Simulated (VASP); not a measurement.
# MgB2 (P6/mmm) in VASP: a series of runs, part 2 of 3

VASP 6.6.1. The steps go on from the part before.

**3. Electric field gradients, LDA (volume scaled by 1.01)**

File INCAR:

```
ALGO = Normal
EDIFF = 1E-8
ENCUT = 520
GGA = CA
ISIF = 2
ISMEAR = -1
LASPH = True
LCHARG = False
LEFG = True
LREAL = False
LWAVE = False
NBANDS = 11
NELM = 80
PREC = Accurate
SIGMA = 0.05
```

File KPOINTS:

```
k-points
0
Gamma
  12 12 9
```

File POSCAR:

```
MgB2
1.0
    3.0952499526      0.0000000000      0.0000000000
   -1.5476249763      2.6805650900      0.0000000000
    0.0000000000      0.0000000000      3.5347044049
Mg B
1 2
Direct
    0.0000000000      0.0000000000      0.0000000000
    0.3333333333      0.6666666667      0.5000000000
    0.6666666667      0.3333333333      0.5000000000
```

Potentials or basis: VASP PAW LDA potentials, release 64 (Mg, B).

Launch:

```sh
> cat potpaw_LDA.64/Mg/POTCAR potpaw_LDA.64/B/POTCAR > POTCAR
> mpirun -np 1 vasp_std > vasp.out
```

OUTCAR:

```text
EDIFF = 1E-8
   ENCUT = 520
   GGA = CA
   ISIF = 2
   ISMEAR = -1
   LASPH = True
   LREAL = False
   NELM = 80
   PREC = Accurate

 ion  position               nearest neighbor table
   1  0.000  0.000  0.000-   2 2.51   3 2.51   2 2.51   3 2.51   2 2.51   2 2.51   3 2.51   3 2.51
                             3 2.51   3 2.51   2 2.51   2 2.51
   2  0.333  0.667  0.500-   3 1.79   3 1.79   3 1.79   1 2.51   1 2.51   1 2.51   1 2.51   1 2.51
                             1 2.51
   3  0.667  0.333  0.500-   2 1.79   2 1.79   2 1.79   1 2.51   1 2.51   1 2.51   1 2.51   1 2.51
                             1 2.51

  LATTYP: Found a hexagonal cell.
 ALAT       =     3.0952499526
 C/A-ratio  =     1.1419770484

  Lattice vectors:

 A1 = (   3.0952499526,   0.0000000000,   0.0000000000)
 A2 = (  -1.5476249763,   2.6805650900,   0.0000000000)
 A3 = (   0.0000000000,   0.0000000000,   3.5347044049)

Analysis of symmetry for initial positions (statically):
=====================================================================
 Subroutine PRICEL returns:
 Original cell was already a primitive cell.

 Routine SETGRP: Setting up the symmetry group for a
 hexagonal supercell.

 Subroutine GETGRP returns: Found 24 space group operations
 (whereof 24 operations were pure point group operations)
 out of a pool of 24 trial point group operations.

The static configuration has the point symmetry D_6h.

Analysis of symmetry for dynamics (positions and initial velocities):
=====================================================================
 Subroutine PRICEL returns:
 Original cell was already a primitive cell.

 Routine SETGRP: Setting up the symmetry group for a
 hexagonal supercell.

 Subroutine GETGRP returns: Found 24 space group operations
 (whereof 24 operations were pure point group operations)
 out of a pool of 24 trial point group operations.

The dynamic configuration has the point symmetry D_6h.

 Subroutine INISYM returns: Found 24 space group operations
 (whereof 24 operations are pure point group operations),
 and found     1 'primitive' translations

----------------------------------------------------------------------------------------

                                     Primitive cell

  volume of cell :      29.3275

  direct lattice vectors                    reciprocal lattice vectors
     3.095249953  0.000000000  0.000000000     0.323075685  0.186527834  0.000000000
    -1.547624976  2.680565090  0.000000000     0.000000000  0.373055668  0.000000000
     0.000000000  0.000000000  3.534704405     0.000000000  0.000000000  0.282909088

  length of vectors
     3.095249953  3.095249953  3.534704405     0.373055668  0.373055668  0.282909088

  position of ions in fractional coordinates (direct lattice)
     0.000000000  0.000000000  0.000000000
     0.333333333  0.666666667  0.500000000
     0.666666667  0.333333333  0.500000000

  ion indices of the primitive-cell ions
   primitive index   ion index
                 1           1
                 2           2
                 3           3

[... 88 lines left out ...]
   IALGO  =     38    algorithm
   IMIX   =      4    mixing-type and parameters
     AMIX     =   0.40;   BMIX     =  1.00
     AMIX_MAG =   1.60;   BMIX_MAG =  1.00
  volume/ion in A,a.u.               =       9.78        65.97
  Fermi-wavevector in a.u.,A,eV,Ry     =   1.061728  2.006374 15.337378  1.127265
  Thomas-Fermi vector in A             =   2.197154
   LORBIT       =      0    0 simple, 1 ext, 2 COOP (PROOUT), +10 PAW based schemes
   GGA     = CA    functional components
   LHFCALC =     F    Hartree Fock is set to
   AEXX    =    0.0000 exact exchange contribution
   IVDW    =     0    specifies the selected vdW correction
   LEPSILON=     F    determine dielectric tensor
   LRPA    =     F    only Hartree local field effects (RPA)
 non-spin polarized calculation
  energy-cutoff  :      520.00
  volume of cell :       29.33
 maximum number of plane-waves:       806
 NGX is ok and might be reduce to    24
   NGX = 11   NGY = 11   NGZ = 13

 number of electron       8.0000000 magnetization

 Free energy of the ion-electron system (eV)
  ---------------------------------------------------
  ext. energy  EPLUGINS =         0.00000000
  ---------------------------------------------------
  free energy    TOTEN  =       -17.23667673 eV

  energy without entropy =      -17.23238204  energy(sigma->0) =      -17.23452939

 E-fermi :   5.1050     XC(G=0): -11.0559

 val. band max:        5.0519546475   @ k =   0.0833   0.0000   0.2222
 cond. band min:       5.1067958382   @ k =   0.4167   0.1667   0.1111
 fundamental gap:      0.0548411906
 Fermi energy:         5.1050207909

 k-point     1 :       0.0000    0.0000    0.0000
  band No.  band energies     occupation
      1      -7.0915      2.00000
      2       2.2319      2.00000
      3       5.4818      0.00107
      4       5.4818      0.00107
      5       6.7657      0.00000
      6      11.3589      0.00000
      7      11.3589      0.00000
      8      13.2460      0.00000
      9      14.8645      0.00000
     10      17.5530      0.00000
     11      21.0570      0.00000
[... 309 lines left out ...]
 k-point    24 :       0.3333    0.0000    0.1111
  band No.  band energies     occupation
      1      -5.1167      2.00000
      2       0.2033      2.00000
      3       3.2918      2.00000
      4       3.4538      2.00000
      5       8.9098      0.00000
      6       9.7180      0.00000
      7      10.4625      0.00000
      8      14.3747      0.00000
      9      16.8012      0.00000
     10      17.5386      0.00000
     11      17.7865      0.00000

 [... further k-points ...]
[... 5 lines left out ...]
  --------------------------------------------------------------------------------------
  -------------------------------------------------------------------------------------
  Total       -1.8476580     -1.8476580     -1.5286838      0.0000000     -0.0000000      0.0000000
  in kB     -100.9385334   -100.9385334    -83.5128037      0.0000000     -0.0000000      0.0000000
  external PRESSURE =     -95.1299568 kB  Pullay stress =       0.0000000 kB

 VOLUME and BASIS-vectors are now :
 -----------------------------------------------------------------------------
  energy-cutoff  :      520.00
  volume of cell :       29.33
      direct lattice vectors                 reciprocal lattice vectors
     3.095249953  0.000000000  0.000000000     0.323075685  0.186527834  0.000000000
    -1.547624976  2.680565090  0.000000000     0.000000000  0.373055668  0.000000000
     0.000000000  0.000000000  3.534704405     0.000000000  0.000000000  0.282909088

 POSITION                                       TOTAL-FORCE (eV/Angst)
 -----------------------------------------------------------------------------------
      0.00000      0.00000      0.00000         0.000000      0.000000      0.000000
     -0.00000      1.78704      1.76735         0.000000     -0.000000      0.000000
      1.54762      0.89352      1.76735        -0.000000      0.000000      0.000000
 -----------------------------------------------------------------------------------
    total drift:                                0.000000     -0.000000     -0.000000

  FREE ENERGIE OF THE ION-ELECTRON SYSTEM (eV)
  ---------------------------------------------------
  free  energy   TOTEN  =       -17.2366767306 eV

  energy  without entropy=      -17.2323820405  energy(sigma->0) =      -17.23452939

 Electric field gradients (V/A^2)
---------------------------------------------------------------------
 ion       V_xx      V_yy      V_zz      V_xy      V_xz      V_yz
---------------------------------------------------------------------
   1       0.185     0.185    -0.370    -0.000    -0.000     0.000
   2      -9.979    -9.979    19.958     0.000     0.000     0.000
   3      -9.979    -9.979    19.958     0.000     0.000     0.000
---------------------------------------------------------------------

 Electric field gradients after diagonalization (V/A^2)
 (convention: |V_zz| > |V_xx| > |V_yy|)
----------------------------------------------------------------------
 ion       V_xx      V_yy      V_zz     asymmetry (V_yy - V_xx)/ V_zz
----------------------------------------------------------------------
   1       0.185     0.185    -0.370       0.000
   2      -9.979    -9.979    19.958       0.000
   3      -9.979    -9.979    19.958       0.000
----------------------------------------------------------------------

           NMR quadrupolar parameters

 Cq : quadrupolar parameter    Cq=e*Q*V_zz/h
 eta: asymmetry parameters     (V_yy - V_xx)/ V_zz
 Q  : nuclear electric quadrupole moment in mb (millibarn)
----------------------------------------------------------------------
 ion       Cq(MHz)       eta       Q (mb)
----------------------------------------------------------------------
   1      -0.001       0.000       1.000
   2       0.048       0.000       1.000
   3       0.048       0.000       1.000
----------------------------------------------------------------------
```

OSZICAR:

```text
N       E                     dE             d eps       ncg     rms          rms(c)
DAV:   1     0.311440808524E+01    0.31144E+01   -0.38440E+03  2234   0.611E+02
DAV:   2    -0.184060455527E+02   -0.21520E+02   -0.20279E+02  2635   0.106E+02
DAV:   3    -0.190480012073E+02   -0.64196E+00   -0.63978E+00  2698   0.152E+01
DAV:   4    -0.190495807691E+02   -0.15796E-02   -0.15794E-02  2460   0.799E-01
DAV:   5    -0.190495854306E+02   -0.46615E-05   -0.46617E-05  2585   0.458E-02    0.511E+00
DAV:   6    -0.174954764852E+02    0.15541E+01   -0.20063E+00  2392   0.645E+00    0.230E+00
DAV:   7    -0.172466437117E+02    0.24883E+00   -0.10533E+00  2455   0.466E+00    0.674E-01
DAV:   8    -0.172471965086E+02   -0.55280E-03   -0.13382E-01  2332   0.189E+00    0.403E-01
DAV:   9    -0.172368738811E+02    0.10323E-01   -0.23511E-02  2324   0.687E-01    0.698E-02
DAV:  10    -0.172366809235E+02    0.19296E-03   -0.15906E-03  2554   0.214E-01    0.201E-02
DAV:  11    -0.172366777332E+02    0.31903E-05   -0.44064E-05  2327   0.412E-02    0.418E-03
DAV:  12    -0.172366768463E+02    0.88686E-06   -0.56408E-06  2390   0.105E-02    0.166E-03
DAV:  13    -0.172366767316E+02    0.11474E-06   -0.34149E-07  2357   0.320E-03    0.247E-04
DAV:  14    -0.172366767306E+02    0.10008E-08   -0.12931E-08  2172   0.729E-04
   1 F= -.17236677E+02 E0= -.17234529E+02  d E =-.429469E-02
```

stdout:

```text
POSCAR found type information on POSCAR MgB
 POSCAR found :  2 types and       3 ions
 scaLAPACK will be used
 LDA part: xc-table for (Slater(with rela. corr.)+CA(PZ))
 , standard interpolation
 POSCAR, INCAR and KPOINTS ok, starting setup
 FFT: planning ... GRIDC
 FFT: planning ... GRID_SOFT
 FFT: planning ... GRID
 WAVECAR not read
 entering main loop
ion   1

ion   2

ion   3
```

Run time: 36 s. Hardware: 1 thread of Intel Xeon 6975P-C, shared host; peak memory 0.15 GiB.

What came out:

| Property | Result |
| --- | --- |
| Free energy | -17.2367 eV |
| Pressure | -9.5 GPa |
| Band gap on the k mesh | zero (band 4 reaches 6.92 eV, above the bottom of band 5 at 3.25 eV) |

Electric field gradients, principal values (V/Å²):
```
atom   least  middle  greatest (by size)
1 Mg   0.185   0.185              -0.370
 2 B  -9.979  -9.979              19.958
 3 B  -9.979  -9.979              19.958
```

Caveat: without QUAD_EFG the Cq values of the log hold for a quadrupole moment of 1 mb, not for the nuclei.

(Part 2 of 3 ends here.)
